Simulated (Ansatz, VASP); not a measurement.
# Two plane-wave programs on BaTiO3

```
Ba Ti O
1.0
     3.95416    0.00000    0.00000
     0.00000    3.95416    0.00000
     0.00000    0.00000    4.02379
Ba Ti O
1 1 3
Direct
  0.00000 0.00000 0.00000
  0.50000 0.50000 0.50000
  0.50000 0.50000 0.00000
  0.50000 0.00000 0.50000
  0.00000 0.50000 0.50000
```

Change from the starting cell: epitaxial_xy strain -1.0%.

Alike in both runs: task single point; functional HSE06; k mesh 4 × 4 × 4; no spin polarisation.

|  | VASP | Ansatz |
| --- | --- | --- |
| version | VASP 6.6.1 | Ansatz 0.2.0 |
| potentials or method | VASP PAW PBE potentials, release 64 (Ba_sv, Ti_sv, O) | plane waves, PAW |
| plane-wave cutoff (eV) | 520 | 420 |
| occupations | gaussian, width 0.01 eV | fixed |
| valence electrons in the cell | 40 | 40 |

Ansatz gave:

```
gap on the k mesh at the Fermi level (eV)                     : 3.21
pressure (GPa)                                                : 0.1
traceless stress, the component that is largest in VASP (GPa) : -2.30
```

Q: What did VASP give for the same quantities?

A: gap on the k mesh at the Fermi level (eV): 3.14; pressure (GPa): 1.9; traceless stress, the component that is largest in VASP (GPa): -2.38.

Ansatz's warnings: stress exchange threshold loose, stress scf threshold loose.

Spin-orbit coupling is off throughout.
